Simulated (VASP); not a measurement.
# BN (P6_3/mmc) in VASP: notebook

Aim: see how the results for BN move with the level of theory and the settings. Levels: BLYP, revPBE. Tasks: single point, relaxation of cell and atoms.

Everything below comes from runs of VASP 6.6.1. Logs are shortened: lines on timing, memory, paths and dates and some standing lists are left out, and cuts for length are marked.

**1. The cell of the first run**

Symmetry: P6_3/mmc, No. 194, hexagonal system. Conventional cell: a = 2.498 Å, b = 2.498 Å, c = 6.636 Å, α = 90.00°, β = 90.00°, γ = 120.00°. N (site symmetry -6m2) has 3 B at 1.44 Å within 1.9 Å. Within 1.9 Å of B (site symmetry -6m2) lie 3 N at 1.44 Å.

**2. Single point, BLYP**

File INCAR:

```
SYSTEM = BN
PREC = Accurate ; ENCUT = 520
EDIFF = 1E-6 ; ISMEAR = -1
SIGMA = 0.05 ; LREAL = .FALSE.
LASPH = .TRUE. ; NELM = 100
ALGO = Normal ; ISIF = 2
LWAVE = .FALSE. ; LCHARG = .FALSE.
GGA = B5 ; ALDAX = 1.0
AGGAX = 1.0 ; AGGAC = 1.0
ALDAC = 0.0 ; NBANDS = 16
```

File KPOINTS:

```
regular mesh
0
G
  12 12 4
  0 0 0
```

File POSCAR:

```
BN
1.0
    2.4982400000      0.0000000000      0.0000000000
   -1.2491200000      2.1635393048      0.0000000000
    0.0000000000      0.0000000000      6.6357000000
N B
2 2
Direct
    0.6666666667      0.3333333333      0.2500000000
    0.3333333333      0.6666666667      0.7500000000
    0.6666666667      0.3333333333      0.7500000000
    0.3333333333      0.6666666667      0.2500000000
```

Potentials or basis: VASP PAW PBE potentials, release 64 (N, B).

Launch:

```sh
$ cat potpaw_PBE.64/N/POTCAR potpaw_PBE.64/B/POTCAR > POTCAR
$ mpirun -np 1 vasp_std > vasp.out
```

OUTCAR:

```text
SYSTEM = BN
   PREC = Accurate
   ENCUT = 520
   EDIFF = 1E-6
   ISMEAR = -1
   LREAL = .FALSE.
   LASPH = .TRUE.
   NELM = 100
   ISIF = 2
   GGA = B5

 ion  position               nearest neighbor table
   1  0.667  0.333  0.250-   4 1.44   4 1.44   4 1.44
   2  0.333  0.667  0.750-   3 1.44   3 1.44   3 1.44
   3  0.667  0.333  0.750-   2 1.44   2 1.44   2 1.44
   4  0.333  0.667  0.250-   1 1.44   1 1.44   1 1.44

  LATTYP: Found a hexagonal cell.
 ALAT       =     2.4982400000
 C/A-ratio  =     2.6561499296

  Lattice vectors:

 A1 = (   2.4982400000,   0.0000000000,   0.0000000000)
 A2 = (  -1.2491200000,   2.1635393048,   0.0000000000)
 A3 = (   0.0000000000,   0.0000000000,   6.6357000000)

Analysis of symmetry for initial positions (statically):
=====================================================================
 Subroutine PRICEL returns:
 Original cell was already a primitive cell.

 Routine SETGRP: Setting up the symmetry group for a
 hexagonal supercell.

 Subroutine GETGRP returns: Found 24 space group operations
 (whereof 12 operations were pure point group operations)
 out of a pool of 24 trial point group operations.

The static configuration has the point symmetry D_3d.
 The point group associated with its full space group is D_6h.

Analysis of symmetry for dynamics (positions and initial velocities):
=====================================================================
 Subroutine PRICEL returns:
 Original cell was already a primitive cell.

 Routine SETGRP: Setting up the symmetry group for a
 hexagonal supercell.

 Subroutine GETGRP returns: Found 24 space group operations
 (whereof 12 operations were pure point group operations)
 out of a pool of 24 trial point group operations.

The dynamic configuration has the point symmetry D_3d.
 The point group associated with its full space group is D_6h.

 Subroutine INISYM returns: Found 24 space group operations
 (whereof 12 operations are pure point group operations),
 and found     1 'primitive' translations

----------------------------------------------------------------------------------------

                                     Primitive cell

  volume of cell :      35.8662

  direct lattice vectors                    reciprocal lattice vectors
     2.498240000  0.000000000  0.000000000     0.400281798  0.231102804  0.000000000
    -1.249120000  2.163539305  0.000000000     0.000000000  0.462205608  0.000000000
     0.000000000  0.000000000  6.635700000     0.000000000  0.000000000  0.150700002

[... 90 lines left out ...]
   NSW    =      0    number of steps for IOM
   IBRION =     -1    ionic relax: 0-MD 1-quasi-New 2-CG
   NFREE  =      0    steps in history (QN), initial steepest desc. (CG)
   ISIF   =      2    stress and relaxation
   ISYM   =      2    0-nonsym 1-usesym 2-fastsym
   POTIM  = 0.5000    time-step for ionic-motion
   TEBEG  =    0.0;   TEEND  =   0.0 temperature during run
   PSTRESS=    0.0 pullay stress
   NELECT =      16.0000    total number of electrons
   NUPDOWN=      -1.0000    fix difference up-down
   EMIN   =  10.00;   EMAX   =-10.00  energy-range for DOS
   EFERMI =   0.00;   METHOD = LEGACY
   ISMEAR =    -1;   SIGMA  =   0.05  broadening in eV -4-tet -1-fermi 0-gaus
   EFERMI_NEDOS =   21; number of points for ismear=-14 and -15
   IALGO  =     38    algorithm
   IMIX   =      4    mixing-type and parameters
     AMIX     =   0.40;   BMIX     =  1.00
     AMIX_MAG =   1.60;   BMIX_MAG =  1.00
  volume/ion in A,a.u.               =       8.97        60.51
  Fermi-wavevector in a.u.,A,eV,Ry     =   1.250891  2.363842 21.289433  1.564729
  Thomas-Fermi vector in A             =   2.384864
   LORBIT       =      0    0 simple, 1 ext, 2 COOP (PROOUT), +10 PAW based schemes
   GGA     = B5    functional components
   LHFCALC =     F    Hartree Fock is set to
   AEXX    =    0.0000 exact exchange contribution
   IVDW    =     0    specifies the selected vdW correction
   LEPSILON=     F    determine dielectric tensor
   LRPA    =     F    only Hartree local field effects (RPA)
 non-spin polarized calculation
  energy-cutoff  :      520.00
  volume of cell :       35.87
 maximum number of plane-waves:       985
 NGX is ok and might be reduce to    20
   NGX =  9   NGY =  9   NGZ = 25

 number of electron      15.9999997 magnetization

 Free energy of the ion-electron system (eV)
  ---------------------------------------------------
  ext. energy  EPLUGINS =         0.00000000
  ---------------------------------------------------
  free energy    TOTEN  =       -33.62847648 eV

  energy without entropy =      -33.62847648  energy(sigma->0) =      -33.62847648

 E-fermi :   3.7330     XC(G=0):  -9.6057

 val. band max:        2.6703657918   @ k =   0.3333   0.3333   0.5000
 cond. band min:       7.0351401690   @ k =   0.5000   0.0000   0.0000
 fundamental gap:      4.3647743772
 Fermi energy:         3.7329912844

 k-point     1 :       0.0000    0.0000    0.0000
  band No.  band energies     occupation
      1     -15.0822      2.00000
      2     -14.7868      2.00000
      3      -3.5272      2.00000
      4      -1.4060      2.00000
      5       1.2493      2.00000
      6       1.2493      2.00000
[... 433 lines left out ...]
      3      -4.2051      2.00000
      4      -4.1486      2.00000
      5      -0.9696      2.00000
      6      -0.9272      2.00000
[... 8 lines left out ...]
     15      19.5730      0.00000
     16      21.3247      0.00000

 [... further k-points ...]

------------------------ aborting loop because EDIFF is reached ----------------------------------------

  FORCE on cell =-STRESS in cart. coord.  units (eV):
  Direction    XX          YY          ZZ          XY          YZ          ZX
  --------------------------------------------------------------------------------------
  -------------------------------------------------------------------------------------
  Total        1.8472626      1.8472626      1.0496840      0.0000000      0.0000000      0.0000000
  in kB       82.5189167     82.5189167     46.8903511      0.0000000      0.0000000      0.0000000
  external PRESSURE =      70.6427282 kB  Pullay stress =       0.0000000 kB

 VOLUME and BASIS-vectors are now :
 -----------------------------------------------------------------------------
  energy-cutoff  :      520.00
  volume of cell :       35.87
      direct lattice vectors                 reciprocal lattice vectors
     2.498240000  0.000000000  0.000000000     0.400281798  0.231102804  0.000000000
    -1.249120000  2.163539305  0.000000000     0.000000000  0.462205608  0.000000000
     0.000000000  0.000000000  6.635700000     0.000000000  0.000000000  0.150700002

 POSITION                                       TOTAL-FORCE (eV/Angst)
 -----------------------------------------------------------------------------------
      1.24912      0.72118      1.65892         0.000000      0.000000      0.000000
     -0.00000      1.44236      4.97677         0.000000     -0.000000      0.000000
      1.24912      0.72118      4.97677         0.000000      0.000000      0.000000
     -0.00000      1.44236      1.65892        -0.000000     -0.000000      0.000000
 -----------------------------------------------------------------------------------
    total drift:                                0.000000     -0.000000      0.000000

  FREE ENERGIE OF THE ION-ELECTRON SYSTEM (eV)
  ---------------------------------------------------
  free  energy   TOTEN  =       -33.6284764780 eV

  energy  without entropy=      -33.6284764780  energy(sigma->0) =      -33.62847648
```

stdout:

```text
POSCAR found type information on POSCAR N B
 POSCAR found :  2 types and       4 ions
 scaLAPACK will be used
 -----------------------------------------------------------------------------
|                                                                             |
|                                                                             |
|     You enforced a specific xc type in the INCAR file but a different       |
|     I HOPE YOU KNOW WHAT YOU ARE DOING!                                     |
|                                                                             |
 -----------------------------------------------------------------------------

 LDA part: xc-table for (Slater(with rela. corr.)+VWN5), standard interpolation
 POSCAR, INCAR and KPOINTS ok, starting setup
 FFT: planning ... GRIDC
 FFT: planning ... GRID_SOFT
 FFT: planning ... GRID
 WAVECAR not read
 entering main loop
```

It took 50 s on 1 thread of Intel Xeon Platinum 8259CL at 2.50GHz (Skylake/Cascade Lake), shared host; peak memory 0.16 GiB.

Results:

```
Free energy            : -33.6285 eV
Pressure               : 7.1 GPa
Band gap on the k mesh : 4.36 eV, indirect (least direct gap 4.72 eV)
```

Levels at points of the mesh, in eV from the valence-band top:
```
           k point  band 5  band 6  band 7  band 8  band 9  band 10  band 11  band 12
(0.00, 0.00, 0.00)   -1.42   -1.42   -1.38   -1.38    5.33    10.37    11.68    11.68
(0.50, 0.00, 0.00)   -4.20   -4.14   -1.43   -0.42    4.36     5.71     9.74    10.21
(0.00, 0.00, 0.50)   -1.40   -1.40   -1.40   -1.40    7.70     7.70    11.74    11.74
(0.50, 0.00, 0.50)   -4.17   -4.17   -0.91   -0.91    4.82     4.82    10.16    10.16
```

Caveat: the PAW data sets were made with another functional, which shifts forces and pressure a little; this functional lacks dispersion, which binds the layers, so the pressure and a relaxed spacing across them are unreliable. A k mesh can miss the band edges.

**3. Single point, revPBE**

This run uses another cell than the first one, of 14.14 Å³/atom, 1.577 times its volume.

File INCAR:

```
PREC = Accurate ; ENCUT = 520
EDIFF = 1E-7 ; ISMEAR = -1
SIGMA = 0.05 ; LREAL = F
LASPH = T ; NELM = 60
ALGO = Normal ; ISIF = 2
LWAVE = F ; LCHARG = F
GGA = RE ; NBANDS = 16
```

File KPOINTS:

```
Automatic mesh
0
Gamma
  12 12 4
```

File POSCAR:

```
BN
1.0
    2.5213782934      0.0000000000      0.0000000000
   -1.2606891467      2.1835776546      0.0000000000
    0.0000000000      0.0000000000     10.2733372728
N B
2 2
Direct
    0.6666666667      0.3333333333      0.2500000000
    0.3333333333      0.6666666667      0.7500000000
    0.6666666667      0.3333333333      0.7500000000
    0.3333333333      0.6666666667      0.2500000000
```

Potentials or basis: VASP PAW PBE potentials, release 64 (N, B).

Launch:

```sh
$ cat potpaw_PBE.64/N/POTCAR potpaw_PBE.64/B/POTCAR > POTCAR
$ mpirun -np 1 vasp_std > vasp.out
```

It took 57 s on 1 thread of Intel Xeon Platinum 8259CL at 2.50GHz (Skylake/Cascade Lake), shared host; peak memory 0.19 GiB.

The run converged. Its results:

```yaml
Free_energy: -34.0702 eV
Pressure: 0.0 GPa
Band_gap_on_the_k_mesh: 4.33 eV, indirect (least direct gap 4.68 eV)
```

Stress tensor (GPa, compression positive):
```
 0.09  0.00  0.00
 0.00  0.09  0.00
 0.00  0.00 -0.07
```

Levels at points of the mesh, in eV from the valence-band top:
```csv
k point,band 5,band 6,band 7,band 8,band 9,band 10,band 11,band 12
"(0.00, 0.00, 0.00)",-1.34,-1.34,-1.34,-1.34,4.33,6.40,7.84,11.11
"(0.50, 0.00, 0.00)",-4.09,-4.09,-0.90,-0.86,4.77,4.88,9.45,9.67
"(0.00, 0.00, 0.50)",-1.34,-1.34,-1.34,-1.34,5.04,5.04,9.69,9.69
"(0.50, 0.00, 0.50)",-4.09,-4.09,-0.88,-0.88,4.82,4.82,9.57,9.57
```

Caveat: the PAW data sets were made with another functional, which shifts forces and pressure a little; this functional lacks dispersion, which binds the layers, so the pressure and a relaxed spacing across them are unreliable.

**4. Relaxation of cell and atoms, revPBE**

File INCAR:

```
ALGO = Normal
EDIFF = 1E-7
EDIFFG = -0.01
ENCUT = 600
GGA = RE
IBRION = 2
ISIF = 3
ISMEAR = -1
LASPH = T
LCHARG = F
LREAL = F
LWAVE = F
NELM = 100
NSW = 60
PREC = Accurate
SIGMA = 0.05
```

File KPOINTS:

```
k-points
0
Gamma
  12 12 4
```

File POSCAR:

```
BN
1.0
    2.4982400000      0.0000000000      0.0000000000
   -1.2491200000      2.1635393048      0.0000000000
    0.0000000000      0.0000000000      6.6357000000
N B
2 2
Direct
    0.6666666667      0.3333333333      0.2500000000
    0.3333333333      0.6666666667      0.7500000000
    0.6666666667      0.3333333333      0.7500000000
    0.3333333333      0.6666666667      0.2500000000
```

Launch:

```sh
$ cat potpaw_PBE.64/N/POTCAR potpaw_PBE.64/B/POTCAR > POTCAR
$ mpirun -np 1 vasp_std > vasp.out
```

Wall time 4.7 min (1 thread of Intel Xeon Platinum 8259CL at 2.50GHz (Skylake/Cascade Lake), shared host); peak memory 0.16 GiB.

The run converged. Its results:

```yaml
Free_energy: -34.0299 eV
Relaxed_volume: 10.97 Å³/atom
Relaxed_cell: a = 2.521 Å, b = 2.521 Å, c = 7.969 Å, α = 90.00°, β = 90.00°, γ = 120.00°
Space_group_after_relaxing_to_0.05_Å: P6_3/mmc (No. 194)
Energy_gained_by_relaxing: 27.3 meV/atom
Ionic_steps: 12
Pressure_after_relaxing: 0.0 GPa
Band_gap_on_the_k_mesh: 4.59 eV, indirect (least direct gap 4.68 eV)
```

The path:
```
step  energy change (eV)  largest force (eV/Å)  pressure (GPa)  volume (Å³)
   1              0.0000                0.0000            8.03        35.87
   2              0.0374                0.0000           -9.69        38.25
   3             -0.0239                0.0000            0.67        36.76
   4             -0.0340                0.0000            0.59        37.17
   5             -0.0594                0.0000            0.40        38.39
   6             -0.0933                0.0000            0.17        40.82
   7             -0.1018                0.0000           -0.54        45.69
   8             -0.1087                0.0000           -0.08        43.33
   9             -0.1092                0.0000           -0.14        43.75
  10             -0.1092                0.0000           -0.16        43.89
  11             -0.1076                0.0000            1.55        43.59
  12             -0.1092                0.0000           -0.01        43.86
```

Final structure:
```xyz
4
Lattice="2.5211 0.0000 0.0000 -1.2606 2.1834 0.0000 0.0000 0.0000 7.9689" Properties=species:S:1:pos:R:3 pbc="T T T"
N     1.2606    0.7278    1.9922
N     0.0000    1.4556    5.9767
B     1.2606    0.7278    5.9767
B     0.0000    1.4556    1.9922
```

Levels at points of the mesh, in eV from the valence-band top:
```
           k point  band 4  band 5  band 6  band 7  band 8  band 9  band 10  band 11  band 12
(0.00, 0.00, 0.00)   -4.72   -1.34   -1.34   -1.34   -1.34    4.79     8.52    10.52    11.45
(0.50, 0.00, 0.00)   -8.81   -4.09   -4.08   -1.04   -0.72    4.59     5.11     9.36     9.77
(0.00, 0.00, 0.50)   -5.13   -1.34   -1.34   -1.34   -1.34    6.24     6.24    11.46    11.46
(0.50, 0.00, 0.50)   -8.82   -4.09   -4.09   -0.88   -0.88    4.81     4.81     9.62     9.62
```

Caveat: the volume moved by over 15 % at a fixed basis, so the end points are rough; the PAW data sets were made with another functional, which shifts forces and pressure a little; this functional lacks dispersion, which binds the layers, so the pressure and a relaxed spacing across them are unreliable; the volume moved by +22 % from the deposited cell, more than functionals usually miss. Zero-point motion and thermal expansion aren't in these numbers.

**5. Summary**

```tsv
task	level	cell	cutoff (eV)	gap on the mesh (eV)	pressure (GPa)
single point	BLYP	a = 2.498, b = 2.498, c = 6.636 Å, angles 90.0, 90.0, 120.0°, 4 atoms	520	4.36	7.1
single point	revPBE	a = 2.521, b = 2.521, c = 10.273 Å, angles 90.0, 90.0, 120.0°, 4 atoms	520	4.33	0.0
relaxation of cell and atoms	revPBE	relaxed from a = 2.498, b = 2.498, c = 6.636 Å, angles 90.0, 90.0, 120.0°, 4 atoms	600	4.59	0.0
```

Alike in all rows: potentials or basis VASP PAW PBE potentials, release 64 (N, B); no spin polarisation; k mesh 12 × 12 × 4; smearing fermi-dirac 0.05 eV.

Caveats: the PAW data sets were made with another functional, which shifts forces and pressure a little; this functional lacks dispersion, which binds the layers, so the pressure and a relaxed spacing across them are unreliable; the volume moved by over 15 % at a fixed basis, so the end points are rough (some runs); the volume moved by +22 % from the deposited cell, more than functionals usually miss (some runs).

Total energies depend on the potentials used, so only differences within one code and one set of settings carry meaning.
